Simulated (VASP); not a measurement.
# TePb (Fm-3m) in VASP: notebook, part 2 of 3

VASP 6.6.1.

**3. Relaxation of cell and atoms, PBE+D4**

Input file INCAR:

```
SYSTEM = TePb
ALGO = Normal ; EDIFF = 1E-6
EDIFFG = -0.02 ; ENCUT = 600
GGA = PE ; IBRION = 2
ISIF = 3 ; ISMEAR = -1
IVDW = 13 ; LASPH = .TRUE.
LCHARG = .FALSE. ; LREAL = .FALSE.
LWAVE = .FALSE. ; NELM = 80
NSW = 80 ; PREC = Accurate
SIGMA = 0.05
```

Input file KPOINTS:

```
k-points
0
G
  7 7 7
  0 0 0
```

Input file POSCAR:

```
TePb
1.0
    0.0000000000      3.2310000000      3.2310000000
    3.2310000000      0.0000000000      3.2310000000
    3.2310000000      3.2310000000      0.0000000000
Pb Te
1 1
Direct
    0.0000000000      0.0000000000      0.0000000000
    0.5000000000      0.5000000000      0.5000000000
```

Potentials or basis: VASP PAW PBE potentials, release 64 (Pb_d, Te).

Command:

```
cat potpaw_PBE.64/Pb_d/POTCAR potpaw_PBE.64/Te/POTCAR > POTCAR
mpirun -np 1 vasp_std > vasp.out
```

OUTCAR:

```text
SYSTEM = TePb
   EDIFF = 1E-6
   EDIFFG = -0.02
   ENCUT = 600
   GGA = PE
   IBRION = 2
   ISIF = 3
   ISMEAR = -1
   IVDW = 13
   LASPH = .TRUE.
   LREAL = .FALSE.
   NELM = 80
   NSW = 80
   PREC = Accurate

 ion  position               nearest neighbor table
   1  0.000  0.000  0.000-   2 3.23   2 3.23   2 3.23   2 3.23   2 3.23   2 3.23
   2  0.500  0.500  0.500-   1 3.23   1 3.23   1 3.23   1 3.23   1 3.23   1 3.23

  LATTYP: Found a face centered cubic cell.
 ALAT       =     6.4620000000

  Lattice vectors:

 A1 = (   0.0000000000,   3.2310000000,   3.2310000000)
 A2 = (   3.2310000000,   0.0000000000,   3.2310000000)
 A3 = (   3.2310000000,   3.2310000000,   0.0000000000)

Analysis of symmetry for initial positions (statically):
=====================================================================
 Subroutine PRICEL returns:
 Original cell was already a primitive cell.

 Routine SETGRP: Setting up the symmetry group for a
 face centered cubic supercell.

 Subroutine GETGRP returns: Found 48 space group operations
 (whereof 48 operations were pure point group operations)
 out of a pool of 48 trial point group operations.

The static configuration has the point symmetry O_h .

Analysis of symmetry for dynamics (positions and initial velocities):
=====================================================================
 Subroutine PRICEL returns:
 Original cell was already a primitive cell.

 Routine SETGRP: Setting up the symmetry group for a
 face centered cubic supercell.

 Subroutine GETGRP returns: Found 48 space group operations
 (whereof 48 operations were pure point group operations)
 out of a pool of 48 trial point group operations.

The dynamic configuration has the point symmetry O_h .

 Subroutine INISYM returns: Found 48 space group operations
 (whereof 48 operations are pure point group operations),
 and found     1 'primitive' translations

----------------------------------------------------------------------------------------

[... 172 lines left out ...]
  energy  without entropy=       -8.3783567528  energy(sigma->0) =       -8.37835799

--------------------------------------- Ionic step        2  -------------------------------------------

 number of electron      19.9999999 magnetization

 Free energy of the ion-electron system (eV)
  ---------------------------------------------------
  ext. energy  EPLUGINS =         0.00000000
  ---------------------------------------------------
  free energy    TOTEN  =        -7.50595043 eV

  energy without entropy =       -7.50594807  energy(sigma->0) =       -7.50594925

 E-fermi :   5.9851     XC(G=0):  -9.2831

 val. band max:        5.4698374695   @ k =   0.4286   0.0000   0.0000
 cond. band min:       6.4867583853   @ k =   0.4286   0.0000   0.0000
 fundamental gap:      1.0169209158
 Fermi energy:         5.9850819813

 k-point     1 :       0.0000    0.0000    0.0000
  band No.  band energies     occupation
      1     -11.1404      2.00000
      2     -11.1404      2.00000
      3     -11.1314      2.00000
      4     -11.1314      2.00000
      5     -11.1314      2.00000
      6      -6.4133      2.00000
      7      -0.0314      2.00000
      8       4.2409      2.00000
      9       4.2409      2.00000
     10       4.2409      2.00000
     11       9.6475      0.00000
     12       9.6475      0.00000
     13       9.6475      0.00000
     14      11.3786      0.00000
[... 309 lines left out ...]
      1     -11.1817      2.00000
      2     -11.1422      2.00000
      3     -11.1270      2.00000
      4     -11.1201      2.00000
      5     -11.1074      2.00000
      6      -4.6244      2.00000
      7      -2.4493      2.00000
      8       1.7036      2.00000
      9       2.3285      2.00000
     10       4.9034      2.00000
     11       7.5192      0.00000
     12      10.2767      0.00000
     13      11.0797      0.00000
     14      11.7018      0.00000

------------------------ aborting loop because EDIFF is reached ----------------------------------------

  DFT-D4 for vdW energy calculation

  Edisp (eV):   -0.87251

  FORCE on cell =-STRESS in cart. coord.  units (eV):
  Direction    XX          YY          ZZ          XY          YZ          ZX
  --------------------------------------------------------------------------------------
  -------------------------------------------------------------------------------------
  Total      -0.00857    -0.00857    -0.00857    -0.00000     0.00000     0.00000
  in kB      -0.20264    -0.20264    -0.20264    -0.00000     0.00000     0.00000
  external pressure =       -0.20 kB  Pullay stress =        0.00 kB

 VOLUME and BASIS-vectors are now :
 -----------------------------------------------------------------------------
  energy-cutoff  :      600.00
  volume of cell :       67.72
      direct lattice vectors                 reciprocal lattice vectors
     0.000000000  3.235231448  3.235231448    -0.154548448  0.154548448  0.154548448
     3.235231448 -0.000000000  3.235231448     0.154548448 -0.154548448  0.154548448
     3.235231448  3.235231448 -0.000000000     0.154548448  0.154548448 -0.154548448

 POSITION                                       TOTAL-FORCE (eV/Angst)
 -----------------------------------------------------------------------------------
      6.47046      3.23523      3.23523        -0.000000     -0.000000      0.000000
      3.23523      3.23523      3.23523         0.000000      0.000000     -0.000000
 -----------------------------------------------------------------------------------
    total drift:                                0.000000     -0.000000     -0.000000

  FREE ENERGIE OF THE ION-ELECTRON SYSTEM (eV)
  ---------------------------------------------------
  free  energy   TOTEN  =        -8.3784634525 eV

  energy  without entropy=       -8.3784610908  energy(sigma->0) =       -8.37846227

 reached required accuracy - stopping structural energy minimisation
```

It took 20 s on 1 thread of Intel Xeon Platinum 8559C (Emerald Rapids), shared host; peak memory 0.25 GiB.

What came out:

```
Free energy                            : -8.3785 eV
Relaxed volume                         : 33.86 Å³/atom
Relaxed cell                           : a = 4.575 Å, b = 4.575 Å, c = 4.575 Å, α = 60.00°, β = 60.00°, γ = 60.00°
Space group after relaxing (to 0.05 Å) : Fm-3m (No. 225)
Energy gained by relaxing              : 0.1 meV/atom
Ionic steps                            : 2
Pressure after relaxing                : 0.0 GPa
Dispersion energy per atom             : -0.436 eV
```

Step by step:
```
step  energy change (eV)  largest force (eV/Å)  pressure (GPa)  volume (Å³)
   1              0.0000                0.0000            0.13        67.46
   2             -0.0001                0.0000           -0.02        67.72
```

Final structure:
```
Pb Te
1.0
     0.00000    3.23523    3.23523
     3.23523    0.00000    3.23523
     3.23523    3.23523    0.00000
Pb Te
1 1
Direct
  0.00000 0.00000 0.00000
  0.50000 0.50000 0.50000
```

Levels at points of the mesh, in eV from the Fermi level:
```
           k point  band 8  band 9  band 10  band 11  band 12  band 13
(0.00, 0.00, 0.00)   -1.74   -1.74    -1.74     3.66     3.66     3.66
```

Caveat: this odd mesh misses L, where the gap lies, so gap, dielectric constants and Born charges aren't listed; spin-orbit coupling is left out, which moves the levels of the heavy elements.

**4. Single point, PBEsol+D3(BJ)**

This run uses another cell than the first one, of 31.71 Å³/atom, 0.940 times its volume.

Input file INCAR:

```
SYSTEM = TePb
PREC = Accurate
ENCUT = 520
EDIFF = 1E-6
ISMEAR = -1
SIGMA = 0.05
LREAL = .False.
LASPH = .True.
NELM = 100
ALGO = Normal
ISIF = 2
LWAVE = .False.
LCHARG = .False.
GGA = PS
IVDW = 12
NBANDS = 17
```

Input file KPOINTS:

```
Automatic mesh
0
Gamma
  7 7 7
  0 0 0
```

Input file POSCAR:

```
TePb
1.0
    0.0000000000      3.1650427173      3.1650427173
    3.1650427173      0.0000000000      3.1650427173
    3.1650427173      3.1650427173      0.0000000000
Pb Te
1 1
Direct
    0.0000000000      0.0000000000      0.0000000000
    0.5000000000      0.5000000000      0.5000000000
```

Command:

```
cat potpaw_PBE.64/Pb_d/POTCAR potpaw_PBE.64/Te/POTCAR > POTCAR
mpirun -np 1 vasp_std > vasp.out
```

Wall time 22 s (1 thread of AMD EPYC 7R13 (Zen 3), shared host); peak memory 0.18 GiB.

The run converged. Its results:

- Free energy: -9.0925 eV
- Pressure: 0.4 GPa
- Dispersion energy per atom: -0.430 eV

Levels at points of the mesh, in eV from the Fermi level:
| k point | band 6 | band 7 | band 8 | band 9 | band 10 | band 11 | band 12 | band 13 | band 14 | band 15 |
| --- | --- | --- | --- | --- | --- | --- | --- | --- | --- | --- |
| (0.00, 0.00, 0.00) | -12.89 | -5.77 | -1.90 | -1.90 | -1.90 | 3.80 | 3.80 | 3.80 | 5.29 | 5.29 |

Caveat: this odd mesh misses L, where the gap lies, so gap, dielectric constants and Born charges aren't listed; the PAW data sets were made with another functional, which shifts forces and pressure a little; spin-orbit coupling is left out, which moves the levels of the heavy elements.

(Continued in part 3 of 3.)
